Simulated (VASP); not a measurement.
# GaN (CsCl type) (Pm-3m) in VASP: notebook

GaN (CsCl type) is run at these levels: PBE; tasks: single point, relaxation of cell and atoms.

Everything below comes from runs of VASP 6.6.1. Logs are shortened: lines on timing, memory, paths and dates and some standing lists are left out, and cuts for length are marked.

**1. The cell of the first run**

Symmetry: Pm-3m, No. 221, cubic system. The conventional cell has a = 2.743 Å, b = 2.743 Å, c = 2.743 Å, α = 90.00°, β = 90.00°, γ = 90.00°. Ga (site symmetry m-3m) has 8 N at 2.38 Å and 6 Ga at 2.74 Å within 3.1 Å. Within 3.1 Å of N (site symmetry m-3m) lie 8 Ga at 2.38 Å and 6 N at 2.74 Å.

**2. Single point, PBE**

INCAR reads:

```
ALGO     = Normal         # electronic algorithm
EDIFF    = 1E-6           # SCF threshold, eV
ENCUT    = 520            # plane-wave cutoff, eV
GGA      = PE             # functional
ISIF     = 2              # what is computed and relaxed
ISMEAR   = -1             # smearing method
LASPH    = T              # aspherical terms in the spheres
LCHARG   = F              # write CHGCAR
LREAL    = F              # projectors in reciprocal space
LWAVE    = F              # write WAVECAR
NBANDS   = 16             # bands
NELM     = 60             # most SCF steps
PREC     = Accurate       # precision mode
SIGMA    = 0.05           # smearing width, eV
```

KPOINTS reads:

```
k-points
0
Gamma
  14 14 14
```

POSCAR reads:

```
GaN
1.0
    2.7429934916      0.0000000000      0.0000000000
    0.0000000000      2.7429934916      0.0000000000
    0.0000000000      0.0000000000      2.7429934916
Ga N
1 1
Direct
    0.0000000000      0.0000000000      0.0000000000
    0.5000000000      0.5000000000      0.5000000000
```

Potentials or basis: VASP PAW PBE potentials, release 64 (Ga_d, N).

Launch:

```console
$ cat potpaw_PBE.64/Ga_d/POTCAR potpaw_PBE.64/N/POTCAR > POTCAR
$ mpirun -np 1 vasp_std > vasp.out
```

OUTCAR:

```text
EDIFF = 1E-6
   ENCUT = 520
   GGA = PE
   ISIF = 2
   ISMEAR = -1
   LASPH = T
   LREAL = F
   NELM = 60
   PREC = Accurate

 ion  position               nearest neighbor table
   1  0.000  0.000  0.000-
   2  0.500  0.500  0.500-

  LATTYP: Found a simple cubic cell.
 ALAT       =     2.7429934916

  Lattice vectors:

 A1 = (   2.7429934916,   0.0000000000,   0.0000000000)
 A2 = (   0.0000000000,   2.7429934916,   0.0000000000)
 A3 = (   0.0000000000,   0.0000000000,   2.7429934916)

Analysis of symmetry for initial positions (statically):
=====================================================================
 Subroutine PRICEL returns:
 Original cell was already a primitive cell.

 Routine SETGRP: Setting up the symmetry group for a
 simple cubic supercell.

 Subroutine GETGRP returns: Found 48 space group operations
 (whereof 48 operations were pure point group operations)
 out of a pool of 48 trial point group operations.

The static configuration has the point symmetry O_h .

Analysis of symmetry for dynamics (positions and initial velocities):
=====================================================================
 Subroutine PRICEL returns:
 Original cell was already a primitive cell.

 Routine SETGRP: Setting up the symmetry group for a
 simple cubic supercell.

 Subroutine GETGRP returns: Found 48 space group operations
 (whereof 48 operations were pure point group operations)
 out of a pool of 48 trial point group operations.

The dynamic configuration has the point symmetry O_h .

 Subroutine INISYM returns: Found 48 space group operations
 (whereof 48 operations are pure point group operations),
 and found     1 'primitive' translations

----------------------------------------------------------------------------------------

                                     Primitive cell

  volume of cell :      20.6383

  direct lattice vectors                    reciprocal lattice vectors
     2.742993492  0.000000000  0.000000000     0.364565211  0.000000000  0.000000000
     0.000000000  2.742993492  0.000000000     0.000000000  0.364565211  0.000000000
     0.000000000  0.000000000  2.742993492     0.000000000  0.000000000  0.364565211

  length of vectors
     2.742993492  2.742993492  2.742993492     0.364565211  0.364565211  0.364565211

  position of ions in fractional coordinates (direct lattice)
     0.000000000  0.000000000  0.000000000
     0.500000000  0.500000000  0.500000000

  ion indices of the primitive-cell ions
   primitive index   ion index
                 1           1
                 2           2

----------------------------------------------------------------------------------------

 KPOINTS: k-points

Automatic generation of k-mesh.
 Grid dimensions read from file:
 generate k-points for:   14   14   14

 Generating k-lattice:

  Cartesian coordinates                     Fractional coordinates (reciprocal lattice)
     0.026040372  0.000000000  0.000000000     0.071428571  0.000000000  0.000000000
     0.000000000  0.026040372  0.000000000     0.000000000  0.071428571  0.000000000
     0.000000000  0.000000000  0.026040372     0.000000000  0.000000000  0.071428571

  Length of vectors
     0.026040372  0.026040372  0.026040372

  Shift w.r.t. Gamma in fractional coordinates (k-lattice)
     0.000000000  0.000000000  0.000000000

 Subroutine IBZKPT returns following result:
 ===========================================

 Found    120 irreducible k-points:

 Following reciprocal coordinates:
            Coordinates               Weight
  0.000000  0.000000  0.000000      1.000000
  0.071429  0.000000  0.000000      6.000000
  0.142857  0.000000  0.000000      6.000000
  0.214286  0.000000  0.000000      6.000000
  0.285714  0.000000  0.000000      6.000000
  0.357143  0.000000  0.000000      6.000000
[... 16 lines left out ...]
  0.285714  0.214286  0.000000     24.000000
  0.357143  0.214286  0.000000     24.000000
 [... further k-points ...]
   k-points           NKPTS =    120   k-points in BZ     NKDIM =    120   number of bands    NBANDS=     16
   number of dos      NEDOS =    301   number of ions     NIONS =      2
   total plane-waves  NPLWV =   8000
   dimension x,y,z NGX =    20 NGY =   20 NGZ =   20
   dimension x,y,z NGXF=    40 NGYF=   40 NGZF=   40
   ions per type =               1   1
   NGX,Y,Z   is equivalent  to a cutoff of  12.12, 12.12, 12.12 a.u.
   NGXF,Y,Z  is equivalent  to a cutoff of  24.24, 24.24, 24.24 a.u.
 SYSTEM =  unknown system
   PREC   = accura    normal or accurate (medium, high low for compatibility)
   ISTART =      0    job   : 0-new  1-cont  2-samecut
   ICHARG =      2    charge: 1-file 2-atom 10-const
   ISPIN  =      1    spin polarized calculation?
   LNONCOLLINEAR =      F non collinear calculations
   LSORBIT =      F    spin-orbit coupling
   LASPH  =      T    aspherical Exc in radial PAW
   ENCUT  =  520.0 eV  38.22 Ry    6.18 a.u.   5.10  5.10  5.10*2*pi/ulx,y,z
   NELM   =     60;   NELMIN=  2; NELMDL= -5     # of ELM steps
   EDIFF  = 0.1E-05   stopping-criterion for ELM
   LREAL  =      F    real-space projection
   EDIFFG = 0.1E-04   stopping-criterion for IOM
   NSW    =      0    number of steps for IOM
   IBRION =     -1    ionic relax: 0-MD 1-quasi-New 2-CG
   NFREE  =      0    steps in history (QN), initial steepest desc. (CG)
   ISIF   =      2    stress and relaxation
   ISYM   =      2    0-nonsym 1-usesym 2-fastsym
   POTIM  = 0.5000    time-step for ionic-motion
   TEBEG  =    0.0;   TEEND  =   0.0 temperature during run
   PSTRESS=    0.0 pullay stress
   NELECT =      18.0000    total number of electrons
   NUPDOWN=      -1.0000    fix difference up-down
   EMIN   =  10.00;   EMAX   =-10.00  energy-range for DOS
   EFERMI =   0.00;   METHOD = LEGACY
   ISMEAR =    -1;   SIGMA  =   0.05  broadening in eV -4-tet -1-fermi 0-gaus
   EFERMI_NEDOS =   21; number of points for ismear=-14 and -15
   IALGO  =     38    algorithm
   IMIX   =      4    mixing-type and parameters
     AMIX     =   0.40;   BMIX     =  1.00
     AMIX_MAG =   1.60;   BMIX_MAG =  1.00
  volume/ion in A,a.u.               =      10.32        69.64
  Fermi-wavevector in a.u.,A,eV,Ry     =   1.564135  2.955786 33.286900  2.446518
  Thomas-Fermi vector in A             =   2.666803
   LORBIT       =      0    0 simple, 1 ext, 2 COOP (PROOUT), +10 PAW based schemes
   GGA     = PE    functional components
   LHFCALC =     F    Hartree Fock is set to
   AEXX    =    0.0000 exact exchange contribution
   IVDW    =     0    specifies the selected vdW correction
   LEPSILON=     F    determine dielectric tensor
   LRPA    =     F    only Hartree local field effects (RPA)
 non-spin polarized calculation
  energy-cutoff  :      520.00
  volume of cell :       20.64
 maximum number of plane-waves:       587
   NGX = 11   NGY = 11   NGZ = 11

 number of electron      18.0000017 magnetization

 Free energy of the ion-electron system (eV)
  ---------------------------------------------------
  ext. energy  EPLUGINS =         0.00000000
  ---------------------------------------------------
  free energy    TOTEN  =        -8.94044019 eV

  energy without entropy =       -8.93029743  energy(sigma->0) =       -8.93536881

 E-fermi :   7.5787     XC(G=0): -12.7364

 val. band max:        7.5652214594   @ k =   0.3571   0.3571   0.0714
 cond. band min:       7.5919009222   @ k =   0.4286   0.0000   0.0000
 fundamental gap:      0.0266794628
 Fermi energy:         7.5787434810

 k-point     1 :       0.0000    0.0000    0.0000
  band No.  band energies     occupation
      1      -9.3923      2.00000
      2      -7.6756      2.00000
      3      -7.6756      2.00000
      4      -7.1772      2.00000
      5      -7.1772      2.00000
      6      -7.1772      2.00000
[... 8 lines left out ...]
     15      21.1363      0.00000
     16      34.7986      0.00000

 k-point     2 :       0.0714    0.0000    0.0000
  band No.  band energies     occupation
      1      -9.3144      2.00000
      2      -7.6734      2.00000
      3      -7.6601      2.00000
      4      -7.1860      2.00000
      5      -7.1860      2.00000
      6      -7.1765      2.00000
[... 8 lines left out ...]
     15      21.4628      0.00000
     16      33.2553      0.00000

 k-point     3 :       0.1429    0.0000    0.0000
  band No.  band energies     occupation
      1      -9.0854      2.00000
      2      -7.6673      2.00000
      3      -7.6162      2.00000
      4      -7.2105      2.00000
      5      -7.2105      2.00000
      6      -7.1745      2.00000
[... 8 lines left out ...]
     15      22.4828      0.00000
     16      30.8796      0.00000

 k-point     4 :       0.2143    0.0000    0.0000
  band No.  band energies     occupation
      1      -8.7202      2.00000
      2      -7.6586      2.00000
      3      -7.5510      2.00000
      4      -7.2455      2.00000
      5      -7.2455      2.00000
      6      -7.1716      2.00000
[... 8 lines left out ...]
     15      24.1267      0.00000
     16      28.6910      0.00000
[... 324 lines left out ...]
 k-point    22 :       0.2143    0.2143    0.0000
  band No.  band energies     occupation
      1      -8.2608      2.00000
      2      -7.5977      2.00000
      3      -7.4680      2.00000
      4      -7.2439      2.00000
      5      -7.2244      2.00000
      6      -7.1075      2.00000
[... 8 lines left out ...]
     15      26.6243      0.00000
     16      26.9775      0.00000

 k-point    23 :       0.2857    0.2143    0.0000
  band No.  band energies     occupation
      1      -8.0603      2.00000
      2      -7.5828      2.00000
      3      -7.4028      2.00000
      4      -7.2716      2.00000
      5      -7.2255      2.00000
      6      -6.8729      2.00000
[... 8 lines left out ...]
     15      26.4207      0.00000
     16      28.3062      0.00000

 k-point    24 :       0.3571    0.2143    0.0000
  band No.  band energies     occupation
      1      -7.9472      2.00000
      2      -7.5705      2.00000
      3      -7.3465      2.00000
      4      -7.3017      2.00000
      5      -7.2211      2.00000
      6      -6.4935      2.00000
[... 8 lines left out ...]
     15      26.3324      0.00000
     16      28.3999      0.00000

 [... further k-points ...]

------------------------ aborting loop because EDIFF is reached ----------------------------------------

  FORCE on cell =-STRESS in cart. coord.  units (eV):
  Direction    XX          YY          ZZ          XY          YZ          ZX
  --------------------------------------------------------------------------------------
  -------------------------------------------------------------------------------------
  Total        0.0613250      0.0613250      0.0613250     -0.0000000     -0.0000000     -0.0000000
  in kB        4.7607327      4.7607327      4.7607327     -0.0000000     -0.0000000     -0.0000000
  external PRESSURE =       4.7607327 kB  Pullay stress =       0.0000000 kB

 VOLUME and BASIS-vectors are now :
 -----------------------------------------------------------------------------
  energy-cutoff  :      520.00
  volume of cell :       20.64
      direct lattice vectors                 reciprocal lattice vectors
     2.742993492  0.000000000  0.000000000     0.364565211  0.000000000  0.000000000
     0.000000000  2.742993492  0.000000000     0.000000000  0.364565211  0.000000000
     0.000000000  0.000000000  2.742993492     0.000000000  0.000000000  0.364565211

 POSITION                                       TOTAL-FORCE (eV/Angst)
 -----------------------------------------------------------------------------------
      0.00000      0.00000      0.00000         0.000000      0.000000      0.000000
      1.37150      1.37150      1.37150         0.000000      0.000000      0.000000
 -----------------------------------------------------------------------------------
    total drift:                                0.000000      0.000000      0.000000

  FREE ENERGIE OF THE ION-ELECTRON SYSTEM (eV)
  ---------------------------------------------------
  free  energy   TOTEN  =        -8.9404401941 eV

  energy  without entropy=       -8.9302974301  energy(sigma->0) =       -8.93536881
```

Wall time 51 s (1 thread of Intel Xeon 8259CL, shared host); peak memory 0.15 GiB.

What came out:

```yaml
Free_energy: -8.9404 eV
Pressure: 0.5 GPa
Band_gap_on_the_k_mesh: zero (bands 9 and 10 overlap by 1.57 eV)
```

**3. Single point, PBE**

INCAR reads:

```
SYSTEM = GaN
ALGO = Normal ; EDIFF = 1E-7
ENCUT = 520 ; GGA = PE
ISIF = 2 ; ISMEAR = -1
LASPH = .TRUE. ; LCHARG = .TRUE.
LELF = .TRUE. ; LREAL = .FALSE.
LVHAR = .TRUE. ; LWAVE = .FALSE.
NBANDS = 16 ; NELM = 80
PREC = Accurate ; SIGMA = 0.05
```

KPOINTS reads:

```
k-points
0
G
  14 14 14
  0 0 0
```

POSCAR reads:

```
GaN
1.0
    2.7436815209      0.0000000000      0.0000000000
    0.0000000000      2.7436815209      0.0000000000
    0.0000000000      0.0000000000      2.7436815209
Ga N
1 1
Direct
    0.0000000000      0.0000000000      0.0000000000
    0.5000000000      0.5000000000      0.5000000000
```

Potentials or basis: VASP PAW PBE potentials, release 64 (Ga_d, N).

Launch:

```console
$ cat potpaw_PBE.64/Ga_d/POTCAR potpaw_PBE.64/N/POTCAR > POTCAR
$ mpirun -np 1 vasp_std > vasp.out
```

Run time: 57 s. Hardware: 1 thread of Intel Xeon 8259CL, shared host; peak memory 0.16 GiB.

Results (log left out):

```
Free energy            : -8.9405 eV
Pressure               : 0.4 GPa
Band gap on the k mesh : zero (bands 9 and 10 overlap by 1.57 eV)
```

Levels at points of the mesh, in eV from the Fermi level:
```
           k point  band 5  band 6  band 7  band 8  band 9  band 10  band 11  band 12  band 13  band 14
(0.00, 0.00, 0.00)  -14.76  -14.76   -1.85   -1.26   -1.26    -1.26     9.94     9.94    13.55    13.55
(0.50, 0.00, 0.00)  -14.74  -14.58   -9.19    0.09    0.09     3.48     4.89    10.71    10.71    14.06
(0.50, 0.50, 0.00)  -14.63  -11.95   -6.10   -6.10   -2.55     0.47     8.21     8.21    13.50    14.81
(0.50, 0.50, 0.50)  -14.62  -11.76   -2.95   -2.95   -2.95     1.54     1.54     1.54     2.96    19.31
```

**4. Relaxation of cell and atoms, PBE, target pressure -0.0031 GPa, at which the enthalpy is minimised**

This run uses another cell than the first one, of 9.04 Å³/atom.

INCAR reads:

```
PREC = Accurate
ENCUT = 600
EDIFF = 1E-7
ISMEAR = -1
SIGMA = 0.05
LREAL = False
LASPH = True
NELM = 80
ALGO = Normal
ISIF = 3
LWAVE = False
LCHARG = False
GGA = PE
IBRION = 2
NSW = 60
EDIFFG = -0.005
PSTRESS = -0.031
```

KPOINTS reads:

```
Automatic mesh
0
Gamma
  14 14 14
```

POSCAR reads:

```
GaN
1.0
    2.6245764578      0.0000000000      0.0000000000
    0.0000000000      2.6245764578      0.0000000000
    0.0000000000      0.0000000000      2.6245764578
Ga N
1 1
Direct
    0.0000000000      0.0000000000      0.0000000000
    0.5000000000      0.5000000000      0.5000000000
```

Launch:

```console
$ cat potpaw_PBE.64/Ga_d/POTCAR potpaw_PBE.64/N/POTCAR > POTCAR
$ mpirun -np 1 vasp_std > vasp.out
```

It took 1.7 min on 1 thread of Intel Xeon 8259CL, shared host; peak memory 0.17 GiB.

It converged, with:

| Property | Result |
| --- | --- |
| Free energy | -8.9386 eV |
| Relaxed volume | 10.35 Å³/atom |
| Relaxed cell | a = 2.746 Å, b = 2.746 Å, c = 2.746 Å, α = 90.00°, β = 90.00°, γ = 90.00° |
| Space group after relaxing (to 0.1 Å) | Pm-3m (No. 221) |
| Energy change on relaxing (the run minimises the enthalpy) | -97.7 meV/atom |
| Ionic steps | 3 |
| Pressure after relaxing | 0.0 GPa |
| Band gap on the k mesh | zero (bands 9 and 10 overlap by 1.57 eV) |

The path:
```tsv
step	energy change (eV)	largest force (eV/Å)	pressure (GPa)	volume (Å³)
1	0.0000	0.0000	27.11	18.08
2	-0.1417	0.0000	-9.46	22.38
3	-0.1955	0.0000	0.02	20.70
```

Final structure:
```
Ga N
1.0
     2.74563    0.00000    0.00000
     0.00000    2.74563    0.00000
     0.00000    0.00000    2.74563
Ga N
1 1
Cartesian
  0.0000 0.0000 0.0000
  1.3728 1.3728 1.3728
```

Levels at points of the mesh, in eV from the Fermi level:
| k point | band 7 | band 8 | band 9 | band 10 | band 11 | band 12 |
| --- | --- | --- | --- | --- | --- | --- |
| (0.00, 0.00, 0.00) | -1.87 | -1.25 | -1.25 | -1.25 | 9.93 | 9.93 |
| (0.50, 0.00, 0.00) | -9.18 | 0.09 | 0.09 | 3.47 | 4.87 | 10.70 |
| (0.50, 0.50, 0.00) | -6.08 | -6.08 | -2.55 | 0.47 | 8.20 | 8.20 |
| (0.50, 0.50, 0.50) | -2.94 | -2.94 | -2.94 | 1.54 | 1.54 | 1.54 |

Caveat: the cell is relaxed towards a set pressure, so the run minimises the enthalpy, not the energy.

**5. Relaxation of cell and atoms, PBE, target pressure -0.0031 GPa, at which the enthalpy is minimised**

INCAR reads:

```
PREC = Accurate
ENCUT = 600
EDIFF = 1E-6
ISMEAR = -1
SIGMA = 0.05
LREAL = F
LASPH = T
NELM = 100
ALGO = Normal
ISIF = 3
LWAVE = F
LCHARG = F
GGA = PE
IBRION = 2
NSW = 32
EDIFFG = -0.005
PSTRESS = -0.031
```

KPOINTS is that of step 4.

POSCAR reads:

```
GaN
1.0
    2.7429934916      0.0000000000      0.0000000000
    0.0000000000      2.7429934916      0.0000000000
    0.0000000000      0.0000000000      2.7429934916
Ga N
1 1
Direct
    0.0000000000      0.0000000000      0.0000000000
    0.5000000000      0.5000000000      0.5000000000
```

Launch:

```console
$ cat potpaw_PBE.64/Ga_d/POTCAR potpaw_PBE.64/N/POTCAR > POTCAR
$ mpirun -np 1 vasp_std > vasp.out
```

Wall time 91 s (1 thread of Intel Xeon 8259CL, shared host); peak memory 0.18 GiB.

The run converged. Its results:

```
Free energy                                                : -8.9417 eV
Relaxed volume                                             : 10.34 Å³/atom
Relaxed cell                                               : a = 2.745 Å, b = 2.745 Å, c = 2.745 Å, α = 90.00°, β = 90.00°, γ = 90.00°
Space group after relaxing (to 0.1 Å)                      : Pm-3m (No. 221)
Energy change on relaxing (the run minimises the enthalpy) : -0.0 meV/atom
Ionic steps                                                : 3
Pressure after relaxing                                    : 0.0 GPa
Band gap on the k mesh                                     : zero (bands 9 and 10 overlap by 1.57 eV)
```

Final structure:
```
CELL_PARAMETERS angstrom
2.74504 0.00000 0.00000
0.00000 2.74504 0.00000
0.00000 0.00000 2.74504
ATOMIC_POSITIONS crystal
Ga 0.00000 0.00000 0.00000
N 0.50000 0.50000 0.50000
```

Levels at points of the mesh, in eV from the Fermi level:
```tsv
k point	band 7	band 8	band 9	band 10	band 11	band 12
(0.00, 0.00, 0.00)	-1.86	-1.25	-1.25	-1.25	9.94	9.94
(0.50, 0.00, 0.00)	-9.18	0.09	0.09	3.47	4.88	10.70
(0.50, 0.50, 0.00)	-6.09	-6.09	-2.55	0.47	8.20	8.20
(0.50, 0.50, 0.50)	-2.94	-2.94	-2.94	1.54	1.54	1.54
```

Caveat: the cell is relaxed towards a set pressure, so the run minimises the enthalpy, not the energy.

**6. Summary**

```csv
task,cell,cutoff (eV),gap on the mesh (eV),pressure (GPa)
single point,"a = 2.743 Å, 2 atoms",520,none,0.5
single point,"a = 2.744 Å, 2 atoms",520,none,0.4
relaxation of cell and atoms,"relaxed to -0.0031 GPa from a = 2.625 Å, 2 atoms",600,none,0.0
relaxation of cell and atoms,"relaxed to -0.0031 GPa from a = 2.743 Å, 2 atoms",600,none,0.0
```

Alike in all rows: level PBE; potentials or basis VASP PAW PBE potentials, release 64 (Ga_d, N); no spin polarisation; k mesh 14 × 14 × 14; smearing fermi-dirac 0.05 eV.

Caveats: the cell is relaxed towards a set pressure, so the run minimises the enthalpy, not the energy (at least some runs).

Absolute energies hang on the potentials; compare differences alone.
